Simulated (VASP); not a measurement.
# AlN (Pm) in VASP: notebook, part 2 of 2

VASP 6.6.1.

## (4) Single point, LDA (atom 1 (Al) moved by -0.372 Å along [1 0 0] and -0.372 Å along [1 2 0])

The input, INCAR:

```
SYSTEM = AlN
  PREC = Accurate
  ENCUT = 520
  EDIFF = 1E-6
  ISMEAR = 0
  SIGMA = 0.05
  LREAL = .False.
  LASPH = .True.
  NELM = 100
  ALGO = Normal
  ISIF = 2
  LWAVE = .False.
  LCHARG = .False.
  GGA = CA
  NBANDS = 26
```

The input, KPOINTS:

```
regular mesh
0
Gamma
  8 6 4
  0 0 0
```

The input, POSCAR:

```
AlN
1.0
   -1.6378403119      2.8368226349      0.0000000000
    0.0000000000      0.0000000000      4.1006264518
    4.9135209358      2.8368226349      0.0000000000
Al N
4 4
Direct
    0.4584326234      0.7500000000      0.0771014179
    1.0000000000      0.7500000000      0.6666666667
    0.0000000000      0.2500000000      0.3333333333
    0.5000000000      0.2500000000      0.8333333333
    0.5000000000      0.2500000000      0.1666666667
    1.0000000000      0.2500000000      0.6666666667
    0.0000000000      0.7500000000      0.3333333333
    0.5000000000      0.7500000000      0.8333333333
```

Started as:

```bash
> cat potpaw_LDA.64/Al/POTCAR potpaw_LDA.64/N/POTCAR > POTCAR
> mpirun -np 1 vasp_std > vasp.out
```

Run time: 67 s. Hardware: 1 thread of Intel Xeon 6975P-C (Granite Rapids), shared host; peak memory 0.22 GiB.

The run converged. Its results:

| Property | Result |
| --- | --- |
| Free energy | -59.4681 eV |
| Pressure | 20.9 GPa |
| Largest force | 29.997 eV/Å |
| Band gap on the k mesh | 2.08 eV, indirect (least direct gap 2.15 eV) |

Forces on the atoms (eV/Å):
```
Al   26.747  13.581   0.000
Al   -2.532  -1.610   0.000
Al   -0.494  -0.451   0.000
Al   -0.654  -0.104   0.000
N    -1.989  -1.560   0.000
N     1.106   0.623   0.000
N    -1.316  -0.695   0.000
N   -20.868  -9.785   0.000
```

Stress tensor (GPa, compression positive):
```
51.94 24.47  0.00
24.47  9.19  0.00
 0.00  0.00  1.70
```

Levels at points of the mesh, in eV from the valence-band top:
```tsv
k point	band 14	band 15	band 16	band 17	band 18	band 19
(0.00, 0.00, 0.00)	-2.08	-0.26	-0.07	2.08	3.44	4.42
(0.50, 0.00, 0.00)	-2.37	-2.28	-2.11	4.50	4.52	5.35
(0.00, 0.50, 0.00)	-1.80	-1.57	-0.77	3.21	4.49	5.36
(0.50, 0.50, 0.00)	-1.79	-0.63	-0.59	4.90	5.13	5.98
(0.00, 0.00, 0.50)	-2.50	-0.83	0.00	3.02	4.77	5.60
(0.50, 0.00, 0.50)	-2.65	-1.75	-1.46	2.88	3.74	5.69
(0.00, 0.50, 0.50)	-1.55	-1.48	-0.85	2.96	4.57	5.02
(0.50, 0.50, 0.50)	-2.48	-1.38	-1.01	4.04	4.19	4.99
```

Caveat: the cell differs from its parent crystal (atom 1 (Al) moved by -0.372 Å along [1 0 0] and -0.372 Å along [1 2 0]); forces of over 1 eV/Å act on the atoms, so gaps and moduli don't describe the material at rest. A k mesh can miss the band edges.

## (5) Single point, LDA (atom 1 (Al) moved by -0.372 Å along [1 0 0] and +0.620 Å along [1 2 0])

The input, INCAR:

```
PREC = Accurate
ENCUT = 520
EDIFF = 1E-7
ISMEAR = 0
SIGMA = 0.05
LREAL = F
LASPH = T
NELM = 100
ALGO = Normal
ISIF = 2
LWAVE = F
LCHARG = T
GGA = CA
LELF = T
LVHAR = T
NBANDS = 26
```

The input, KPOINTS:

```
regular mesh
0
Gamma
  8 6 4
```

Changes to POSCAR since step 4:

```diff
@@ -8,3 +8,3 @@
 Direct
-    0.4584326234      0.7500000000      0.0771014179
+    0.7206978742      0.7500000000      0.1645231682
     1.0000000000      0.7500000000      0.6666666667
```

Started as:

```bash
> cat potpaw_LDA.64/Al/POTCAR potpaw_LDA.64/N/POTCAR > POTCAR
> mpirun -np 1 vasp_std > vasp.out
```

Run time: 53 s. Hardware: 1 thread of Intel Xeon 6975P-C (Granite Rapids), shared host; peak memory 0.22 GiB.

It converged, with:

```yaml
Free_energy: -57.7764 eV
Pressure: 28.8 GPa
Largest_force: 35.509 eV/Å
Band_gap_on_the_k_mesh: 2.85 eV, direct
```

Forces on the atoms (eV/Å):
```
Al   -7.742 -34.655   0.000
Al   -0.696   0.021   0.000
Al    0.085   1.637   0.000
Al    0.343  -0.197   0.000
N    -0.899   1.421   0.000
N    -0.119  -0.064   0.000
N     8.947  30.653   0.000
N     0.083   1.185   0.000
```

Stress tensor (GPa, compression positive):
```
 5.11 26.13  0.00
26.13 78.53  0.00
 0.00  0.00  2.69
```

Levels at points of the mesh, in eV from the valence-band top:
```csv
k point,band 14,band 15,band 16,band 17,band 18,band 19
"(0.00, 0.00, 0.00)",-1.40,-1.21,0.00,2.85,3.83,4.44
"(0.50, 0.00, 0.00)",-2.33,-2.17,-1.72,4.79,5.07,6.24
"(0.00, 0.50, 0.00)",-1.97,-1.86,-1.55,4.53,4.71,5.82
"(0.50, 0.50, 0.00)",-1.18,-0.88,-0.44,4.69,5.73,6.49
"(0.00, 0.00, 0.50)",-1.36,-1.08,-0.90,3.80,4.99,5.64
"(0.50, 0.00, 0.50)",-2.39,-1.67,-0.97,3.43,4.18,6.37
"(0.00, 0.50, 0.50)",-2.07,-1.77,-1.48,4.42,4.72,5.56
"(0.50, 0.50, 0.50)",-1.73,-1.62,-1.18,4.15,4.65,5.42
```

Caveat: the cell differs from its parent crystal (atom 1 (Al) moved by -0.372 Å along [1 0 0] and +0.620 Å along [1 2 0]); forces of over 1 eV/Å act on the atoms, so gaps and moduli don't describe the material at rest.

## (6) Single point, LDA (atom 1 (Al) moved by +0.620 Å along [1 0 0] and +0.124 Å along [1 2 0])

The input, INCAR:

```
  PREC = Accurate
  ENCUT = 520
  EDIFF = 1E-6
  ISMEAR = 0
  SIGMA = 0.05
  LREAL = F
  LASPH = T
  NELM = 60
  ALGO = Normal
  ISIF = 2
  LWAVE = F
  LCHARG = F
  NBANDS = 26
```

KPOINTS is that of step 5.

Changes to POSCAR since step 5:

```diff
@@ -8,3 +8,3 @@
 Direct
-    0.7206978742      0.7500000000      0.1645231682
+    0.4381463356      0.7500000000      0.2722312062
     1.0000000000      0.7500000000      0.6666666667
```

Potentials or basis: VASP PAW LDA potentials, release 64 (Al, N).

Started as:

```bash
> cat potpaw_LDA.64/Al/POTCAR potpaw_LDA.64/N/POTCAR > POTCAR
> mpirun -np 1 vasp_std > vasp.out
```

OUTCAR:

```text
PREC = Accurate
   ENCUT = 520
   EDIFF = 1E-6
   ISMEAR = 0
   LREAL = F
   LASPH = T
   NELM = 60
   ISIF = 2

 ion  position               nearest neighbor table
   1  0.438  0.750  0.272-   7 1.48   7 1.87   5 2.15   5 2.15   8 2.50   3 2.53   3 2.53   2 2.66
                             3 2.78   3 2.78   2 2.90   4 3.23   4 3.23
   2  0.000  0.750  0.667-   8 1.89   8 1.89   7 1.89   6 2.05   6 2.05   1 2.66   4 2.79   4 2.79
                             4 2.79   4 2.79   3 2.79   3 2.79   1 2.90
   3  0.000  0.250  0.333-   5 1.89   5 1.89   6 1.89   7 2.05   7 2.05   1 2.53   1 2.53   1 2.78
                             1 2.78   2 2.79   2 2.79   4 3.28   4 3.28   4 3.28   4 3.28
   4  0.500  0.250  0.833-   6 1.89   6 1.89   5 1.89   8 2.05   8 2.05   2 2.79   2 2.79   2 2.79
                             2 2.79   1 3.23   1 3.23   3 3.28   3 3.28   3 3.28   3 3.28
   5  0.500  0.250  0.167-   3 1.89   3 1.89   4 1.89   1 2.15   1 2.15
   6  0.000  0.250  0.667-   4 1.89   4 1.89   3 1.89   2 2.05   2 2.05
   7  0.000  0.750  0.333-   1 1.48   1 1.87   2 1.89   3 2.05   3 2.05
   8  0.500  0.750  0.833-   2 1.89   2 1.89   4 2.05   4 2.05   1 2.50

  LATTYP: Found a simple orthorhombic cell.
 ALAT       =     3.2756806238
 B/A-ratio  =     1.2518395176
 C/A-ratio  =     1.7320508076

  Lattice vectors:

 A1 = (  -1.6378403119,   2.8368226349,   0.0000000000)
 A2 = (   0.0000000000,   0.0000000000,   4.1006264518)
 A3 = (   4.9135209358,   2.8368226349,   0.0000000000)

Analysis of symmetry for initial positions (statically):
=====================================================================
 Subroutine PRICEL returns:
 Original cell was already a primitive cell.

 Routine SETGRP: Setting up the symmetry group for a
 simple orthorhombic supercell.

 Subroutine GETGRP returns: Found  2 space group operations
 (whereof  1 operations were pure point group operations)
 out of a pool of  8 trial point group operations.

The static configuration has the point symmetry C_1 .
 The point group associated with its full space group is C_1h.

[... 146 lines left out ...]
  volume/ion in A,a.u.               =       9.53        64.29
  Fermi-wavevector in a.u.,A,eV,Ry     =   1.225896  2.316607 20.447110  1.502820
  Thomas-Fermi vector in A             =   2.360917
   LORBIT       =      0    0 simple, 1 ext, 2 COOP (PROOUT), +10 PAW based schemes
   GGA     = CA    functional components
   LHFCALC =     F    Hartree Fock is set to
   AEXX    =    0.0000 exact exchange contribution
   IVDW    =     0    specifies the selected vdW correction
   LEPSILON=     F    determine dielectric tensor
   LRPA    =     F    only Hartree local field effects (RPA)
 non-spin polarized calculation
 Gauss-broadening in eV      SIGMA  =   0.05
  energy-cutoff  :      520.00
  volume of cell :       76.21
 maximum number of plane-waves:      2088
   NGX = 13   NGY = 15   NGZ = 21

 number of electron      32.0000003 magnetization

 Free energy of the ion-electron system (eV)
  ---------------------------------------------------
  ext. energy  EPLUGINS =         0.00000000
  ---------------------------------------------------
  free energy    TOTEN  =       -60.99221057 eV

  energy without entropy =      -60.99221057  energy(sigma->0) =      -60.99221057

 E-fermi :   8.4339     XC(G=0): -11.6639

 val. band max:        8.1499372899   @ k =   0.0000   0.0000   0.0000
 cond. band min:      10.5844335513   @ k =   0.0000   0.0000   0.0000
 fundamental gap:      2.4344962614
 Fermi energy:         8.4338599001

 k-point     1 :       0.0000    0.0000    0.0000
  band No.  band energies     occupation
      1      -9.3722      2.00000
      2      -6.9388      2.00000
      3      -5.8674      2.00000
      4      -4.3271      2.00000
      5       0.5888      2.00000
      6       1.3033      2.00000
[... 685 lines left out ...]
     25      17.6833      0.00000
     26      18.3165      0.00000

 [... further k-points ...]
[... 5 lines left out ...]
  --------------------------------------------------------------------------------------
  -------------------------------------------------------------------------------------
  Total        9.5723520     12.2342759      0.6434416    -12.3095416      0.0000000      0.0000000
  in kB      201.2404607    257.2023391     13.5271334   -258.7846564      0.0000000      0.0000000
  external PRESSURE =     157.3233110 kB  Pullay stress =       0.0000000 kB

 VOLUME and BASIS-vectors are now :
 -----------------------------------------------------------------------------
  energy-cutoff  :      520.00
  volume of cell :       76.21
      direct lattice vectors                 reciprocal lattice vectors
    -1.637840312  2.836822635  0.000000000    -0.152640033  0.264380293  0.000000000
     0.000000000  0.000000000  4.100626452     0.000000000  0.000000000  0.243865178
     4.913520936  2.836822635  0.000000000     0.152640033  0.088126764  0.000000000

 POSITION                                       TOTAL-FORCE (eV/Angst)
 -----------------------------------------------------------------------------------
      0.62000      2.01522      3.07547       -14.462685      9.044915      0.000000
      3.27568      1.89122      3.07547         2.569055      1.177599      0.000000
      1.63784      0.94561      1.02516        -0.038496     -0.960775      0.000000
      3.27568      3.78243      1.02516         0.601828      0.379511      0.000000
      0.00000      1.89122      1.02516         2.295178      0.876642      0.000000
      3.27568      1.89122      1.02516        -0.921685     -0.538882      0.000000
      1.63784      0.94561      3.07547        10.606625     -9.455235      0.000000
      3.27568      3.78243      3.07547        -0.649822     -0.523776      0.000000
 -----------------------------------------------------------------------------------
    total drift:                                0.000581      0.000219     -0.000000

  FREE ENERGIE OF THE ION-ELECTRON SYSTEM (eV)
  ---------------------------------------------------
  free  energy   TOTEN  =       -60.9922105656 eV

  energy  without entropy=      -60.9922105656  energy(sigma->0) =      -60.99221057
```

Run time: 56 s. Hardware: 1 thread of Intel Xeon 6975P-C (Granite Rapids), shared host; peak memory 0.22 GiB.

Results:

```
Free energy            : -60.9922 eV
Pressure               : 15.7 GPa
Largest force          : 17.058 eV/Å
Band gap on the k mesh : 2.43 eV, direct
```

Forces in eV/Å, atoms in the order of the input:
```
Al  -14.463   9.045   0.000
Al    2.569   1.178   0.000
Al   -0.038  -0.961   0.000
Al    0.602   0.380   0.000
N     2.295   0.877   0.000
N    -0.922  -0.539   0.000
N    10.607  -9.455   0.000
N    -0.650  -0.524   0.000
```

Stress tensor (GPa, compression positive):
```
 20.12 -25.88   0.00
-25.88  25.72   0.00
  0.00   0.00   1.35
```

Caveat: the cell differs from its parent crystal (atom 1 (Al) moved by +0.620 Å along [1 0 0] and +0.124 Å along [1 2 0]); forces of over 1 eV/Å act on the atoms, so gaps and moduli don't describe the material at rest. A k mesh can miss the band edges.

## (7) Single point, LDA (atom 1 (Al) moved by +0.372 Å along [1 0 0] and +0.372 Å along [1 2 0])

The input, INCAR:

```
PREC = Accurate ; ENCUT = 520
EDIFF = 1E-6 ; ISMEAR = 0
SIGMA = 0.05 ; LREAL = False
LASPH = True ; NELM = 60
ALGO = Normal ; ISIF = 2
LWAVE = False ; LCHARG = False
NBANDS = 26
```

The input, KPOINTS:

```
Automatic mesh
0
Gamma
  8 6 4
```

Changes to POSCAR since step 6:

```diff
@@ -8,3 +8,3 @@
 Direct
-    0.4381463356      0.7500000000      0.2722312062
+    0.5415673766      0.7500000000      0.2562319155
     1.0000000000      0.7500000000      0.6666666667
```

Started as:

```bash
> cat potpaw_LDA.64/Al/POTCAR potpaw_LDA.64/N/POTCAR > POTCAR
> mpirun -np 1 vasp_std > vasp.out
```

Run time: 53 s. Hardware: 1 thread of Intel Xeon 6975P-C (Granite Rapids), shared host; peak memory 0.22 GiB.

The run converged. Its results:

| Quantity | Value |
| --- | --- |
| Free energy | -62.4349 eV |
| Pressure | 10.3 GPa |
| Largest force | 10.829 eV/Å |
| Band gap on the k mesh | 2.62 eV, direct |

Forces on the atoms (eV/Å):
```
Al   -1.855 -10.669   0.000
Al    2.057   1.346   0.000
Al   -0.554   0.280   0.000
Al    0.528   0.274   0.000
N     1.720   1.301   0.000
N    -0.833  -0.471   0.000
N    -0.682   8.031   0.000
N    -0.381  -0.092   0.000
```

Stress tensor (GPa, compression positive):
```
  0.79 -10.57   0.00
-10.57  29.15   0.00
  0.00   0.00   0.95
```

Levels at points of the mesh, in eV from the valence-band top:
```tsv
k point	band 14	band 15	band 16	band 17	band 18	band 19
(0.00, 0.00, 0.00)	-1.28	-0.90	0.00	2.62	4.08	4.55
(0.50, 0.00, 0.00)	-2.45	-2.19	-1.58	4.28	4.69	6.38
(0.00, 0.50, 0.00)	-1.96	-1.75	-1.33	4.32	4.96	5.74
(0.50, 0.50, 0.00)	-0.94	-0.88	-0.55	4.70	4.92	6.60
(0.00, 0.00, 0.50)	-1.56	-0.83	-0.70	4.05	5.23	6.22
(0.50, 0.00, 0.50)	-2.79	-1.58	-0.91	2.67	4.28	5.66
(0.00, 0.50, 0.50)	-2.04	-1.49	-1.22	4.15	4.95	5.66
(0.50, 0.50, 0.50)	-1.58	-1.35	-1.29	3.49	4.18	5.39
```

Caveat: the cell differs from its parent crystal (atom 1 (Al) moved by +0.372 Å along [1 0 0] and +0.372 Å along [1 2 0]); forces of over 1 eV/Å act on the atoms, so gaps and moduli don't describe the material at rest.
